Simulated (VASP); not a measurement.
# AlN (P6_3mc) in VASP: further runs

AlN is run at these levels: PBE; tasks: single point.

Everything below comes from runs of VASP 6.6.1. Logs are shortened: lines on timing, memory, paths and dates and some standing lists are left out, and cuts for length are marked.

## Step 1: The cell of the first run

The structure is hexagonal, space group P6_3mc (No. 186). Conventional cell: a = 3.111 Å, b = 3.111 Å, c = 5.102 Å, α = 90.00°, β = 90.00°, γ = 120.00°. Within 2.5 Å of Al (site symmetry 3m) lie 4 N at 1.89 to 1.96 Å. N (site symmetry 3m) has 4 Al at 1.89 to 1.96 Å within 2.5 Å.

## Step 2: Single point, PBE (strain +0.000 along x and y, +0.025 along z)

Input file INCAR:

```
ALGO = Normal
EDIFF = 1E-7
ENCUT = 520
GGA = PE
ISIF = 2
ISMEAR = 0
LASPH = True
LCHARG = False
LREAL = False
LWAVE = False
NBANDS = 16
NELM = 100
PREC = Accurate
SIGMA = 0.05
```

Input file KPOINTS:

```
k-points
0
Gamma
  9 9 6
```

Input file POSCAR:

```
AlN
1.0
    3.1110021516      0.0000000000      0.0000000000
   -1.5555010758      2.6942068945      0.0000000000
    0.0000000000      0.0000000000      5.1024500000
Al N
2 2
Direct
    0.3333333333      0.6666666667      0.0000000000
    0.6666666667      0.3333333333      0.5000000000
    0.3333333333      0.6666666667      0.3850000000
    0.6666666667      0.3333333333      0.8850000000
```

Potentials or basis: VASP PAW PBE potentials, release 64 (Al, N).

Run with:

```
$ cat potpaw_PBE.64/Al/POTCAR potpaw_PBE.64/N/POTCAR > POTCAR
$ mpirun -np 1 vasp_std > vasp.out
```

OUTCAR:

```text
EDIFF = 1E-7
   ENCUT = 520
   GGA = PE
   ISIF = 2
   ISMEAR = 0
   LASPH = True
   LREAL = False
   NELM = 100
   PREC = Accurate

 ion  position               nearest neighbor table
   1  0.333  0.667  0.000-   4 1.89   4 1.89   4 1.89   3 1.96   2 3.12   2 3.12   2 3.12   2 3.12
                             2 3.12   2 3.12
   2  0.667  0.333  0.500-   3 1.89   3 1.89   3 1.89   4 1.96   1 3.12   1 3.12   1 3.12   1 3.12
                             1 3.12   1 3.12
   3  0.333  0.667  0.385-   2 1.89   2 1.89   2 1.89   1 1.96
   4  0.667  0.333  0.885-   1 1.89   1 1.89   1 1.89   2 1.96

  LATTYP: Found a hexagonal cell.
 ALAT       =     3.1110021516
 C/A-ratio  =     1.6401306561

  Lattice vectors:

 A1 = (   3.1110021516,   0.0000000000,   0.0000000000)
 A2 = (  -1.5555010758,   2.6942068945,   0.0000000000)
 A3 = (   0.0000000000,   0.0000000000,   5.1024500000)

Analysis of symmetry for initial positions (statically):
=====================================================================
 Subroutine PRICEL returns:
 Original cell was already a primitive cell.

 Routine SETGRP: Setting up the symmetry group for a
 hexagonal supercell.

 Subroutine GETGRP returns: Found 12 space group operations
 (whereof  6 operations were pure point group operations)
 out of a pool of 24 trial point group operations.

The static configuration has the point symmetry C_3v.
 The point group associated with its full space group is C_6v.

Analysis of symmetry for dynamics (positions and initial velocities):
=====================================================================
 Subroutine PRICEL returns:
 Original cell was already a primitive cell.

 Routine SETGRP: Setting up the symmetry group for a
 hexagonal supercell.

 Subroutine GETGRP returns: Found 12 space group operations
 (whereof  6 operations were pure point group operations)
 out of a pool of 24 trial point group operations.

The dynamic configuration has the point symmetry C_3v.
 The point group associated with its full space group is C_6v.

 Subroutine INISYM returns: Found 12 space group operations
 (whereof  6 operations are pure point group operations),
 and found     1 'primitive' translations

----------------------------------------------------------------------------------------

[... 91 lines left out ...]
   LNONCOLLINEAR =      F non collinear calculations
   LSORBIT =      F    spin-orbit coupling
   LASPH  =      T    aspherical Exc in radial PAW
   ENCUT  =  520.0 eV  38.22 Ry    6.18 a.u.   5.78  5.78  9.49*2*pi/ulx,y,z
   NELM   =    100;   NELMIN=  2; NELMDL= -5     # of ELM steps
   EDIFF  = 0.1E-06   stopping-criterion for ELM
   LREAL  =      F    real-space projection
   EDIFFG = 0.1E-05   stopping-criterion for IOM
   NSW    =      0    number of steps for IOM
   IBRION =     -1    ionic relax: 0-MD 1-quasi-New 2-CG
   NFREE  =      0    steps in history (QN), initial steepest desc. (CG)
   ISIF   =      2    stress and relaxation
   ISYM   =      2    0-nonsym 1-usesym 2-fastsym
   POTIM  = 0.5000    time-step for ionic-motion
   TEBEG  =    0.0;   TEEND  =   0.0 temperature during run
   PSTRESS=    0.0 pullay stress
   NELECT =      16.0000    total number of electrons
   NUPDOWN=      -1.0000    fix difference up-down
   EMIN   =  10.00;   EMAX   =-10.00  energy-range for DOS
   EFERMI =   0.00;   METHOD = LEGACY
   ISMEAR =     0;   SIGMA  =   0.05  broadening in eV -4-tet -1-fermi 0-gaus
   EFERMI_NEDOS =   21; number of points for ismear=-14 and -15
   IALGO  =     38    algorithm
   IMIX   =      4    mixing-type and parameters
     AMIX     =   0.40;   BMIX     =  1.00
     AMIX_MAG =   1.60;   BMIX_MAG =  1.00
  volume/ion in A,a.u.               =      10.69        72.15
  Fermi-wavevector in a.u.,A,eV,Ry     =   1.179627  2.229172 18.932787  1.391521
  Thomas-Fermi vector in A             =   2.315935
   LORBIT       =      0    0 simple, 1 ext, 2 COOP (PROOUT), +10 PAW based schemes
   GGA     = PE    functional components
   LHFCALC =     F    Hartree Fock is set to
   AEXX    =    0.0000 exact exchange contribution
   IVDW    =     0    specifies the selected vdW correction
   LEPSILON=     F    determine dielectric tensor
   LRPA    =     F    only Hartree local field effects (RPA)
 non-spin polarized calculation
 Gauss-broadening in eV      SIGMA  =   0.05
  energy-cutoff  :      520.00
  volume of cell :       42.77
 maximum number of plane-waves:      1182
 NGX is ok and might be reduce to    24
   NGX = 11   NGY = 11   NGZ = 19

 number of electron      15.9999997 magnetization

 Free energy of the ion-electron system (eV)
  ---------------------------------------------------
  ext. energy  EPLUGINS =         0.00000000
  ---------------------------------------------------
  free energy    TOTEN  =       -29.75191174 eV

  energy without entropy =      -29.75191174  energy(sigma->0) =      -29.75191174

 E-fermi :   6.1136     XC(G=0): -10.8079

 val. band max:        5.9002033642   @ k =   0.0000   0.0000   0.0000
 cond. band min:       9.8970764808   @ k =   0.0000   0.0000   0.0000
 fundamental gap:      3.9968731165
 Fermi energy:         6.1135604451

 k-point     1 :       0.0000    0.0000    0.0000
  band No.  band energies     occupation
      1      -9.1212      2.00000
      2      -7.1516      2.00000
      3       0.0010      2.00000
      4       5.1378      2.00000
      5       5.1378      2.00000
      6       5.7177      2.00000
[... 433 lines left out ...]
      3       1.3350      2.00000
      4       1.8088      2.00000
      5       1.8088      2.00000
      6       3.1855      2.00000
[... 8 lines left out ...]
     15      18.8409      0.00000
     16      20.8276      0.00000

 [... further k-points ...]
[... 5 lines left out ...]
  --------------------------------------------------------------------------------------
  -------------------------------------------------------------------------------------
  Total        0.7275130      0.7275130     -1.9633455      0.0000000     -0.0000000      0.0000000
  in kB       27.2546970     27.2546970    -73.5524777      0.0000000     -0.0000000      0.0000000
  external PRESSURE =      -6.3476946 kB  Pullay stress =       0.0000000 kB

 VOLUME and BASIS-vectors are now :
 -----------------------------------------------------------------------------
  energy-cutoff  :      520.00
  volume of cell :       42.77
      direct lattice vectors                 reciprocal lattice vectors
     3.111002152  0.000000000  0.000000000     0.321439829  0.185583372  0.000000000
    -1.555501076  2.694206895  0.000000000     0.000000000  0.371166744  0.000000000
     0.000000000  0.000000000  5.102450000     0.000000000  0.000000000  0.195984282

 POSITION                                       TOTAL-FORCE (eV/Angst)
 -----------------------------------------------------------------------------------
     -0.00000      1.79614      0.00000         0.000000     -0.000000      0.395626
      1.55550      0.89807      2.55123        -0.000000      0.000000      0.395626
     -0.00000      1.79614      1.96444        -0.000000      0.000000     -0.395626
      1.55550      0.89807      4.51567         0.000000     -0.000000     -0.395626
 -----------------------------------------------------------------------------------
    total drift:                               -0.000000      0.000000      0.000743

  FREE ENERGIE OF THE ION-ELECTRON SYSTEM (eV)
  ---------------------------------------------------
  free  energy   TOTEN  =       -29.7519117357 eV

  energy  without entropy=      -29.7519117357  energy(sigma->0) =      -29.75191174
```

OSZICAR:

```text
N       E                     dE             d eps       ncg     rms          rms(c)
DAV:   1     0.398874264158E+02    0.39887E+02   -0.72127E+03  1536   0.890E+02
DAV:   2    -0.309963614593E+02   -0.70884E+02   -0.64599E+02  2176   0.185E+02
DAV:   3    -0.344102488703E+02   -0.34139E+01   -0.34026E+01  1848   0.417E+01
DAV:   4    -0.344315426292E+02   -0.21294E-01   -0.21292E-01  1944   0.373E+00
DAV:   5    -0.344318376596E+02   -0.29503E-03   -0.29503E-03  1976   0.439E-01    0.121E+01
DAV:   6    -0.297369813345E+02    0.46949E+01   -0.10774E+01  1840   0.236E+01    0.412E+00
DAV:   7    -0.297639924468E+02   -0.27011E-01   -0.65341E-01  1664   0.568E+00    0.292E+00
DAV:   8    -0.297564125948E+02    0.75799E-02   -0.62587E-02  1736   0.230E+00    0.603E-01
DAV:   9    -0.297513469746E+02    0.50656E-02   -0.12264E-02  1984   0.812E-01    0.251E-01
DAV:  10    -0.297519981524E+02   -0.65118E-03   -0.24458E-03  1696   0.306E-01    0.136E-01
DAV:  11    -0.297519080294E+02    0.90123E-04   -0.20268E-04  1776   0.109E-01    0.318E-02
DAV:  12    -0.297519119855E+02   -0.39561E-05   -0.11770E-05  1736   0.272E-02    0.767E-03
DAV:  13    -0.297519117278E+02    0.25771E-06   -0.47986E-06  1832   0.169E-02    0.387E-03
DAV:  14    -0.297519117357E+02   -0.79319E-08   -0.33176E-07  1784   0.482E-03
   1 F= -.29751912E+02 E0= -.29751912E+02  d E =-.717674E-12
```

stdout:

```text
POSCAR found type information on POSCAR AlN
 POSCAR found :  2 types and       4 ions
 scaLAPACK will be used
 LDA part: xc-table for (Slater+PW92), standard interpolation
 POSCAR, INCAR and KPOINTS ok, starting setup
 FFT: planning ... GRIDC
 FFT: planning ... GRID_SOFT
 FFT: planning ... GRID
 WAVECAR not read
 entering main loop
```

It took 64 s on 1 thread of AMD EPYC 7R13 (Zen 3), shared host; peak memory 0.13 GiB.

What came out:

| Property | Result |
| --- | --- |
| Free energy | -29.7519 eV |
| Pressure | -0.6 GPa |
| Largest force | 0.396 eV/Å |
| Band gap on the k mesh | 4.00 eV, direct |

Forces in eV/Å, atoms in the order of the input:
```
Al   0.000  0.000  0.396
Al   0.000  0.000  0.396
N    0.000  0.000 -0.396
N    0.000  0.000 -0.396
```

Stress tensor (GPa, compression positive):
```
 2.73  0.00  0.00
 0.00  2.73  0.00
 0.00  0.00 -7.36
```

Caveat: the cell differs from its parent crystal (strain +0.000 along x and y, +0.025 along z).

(Continued in part 2 of 2.)
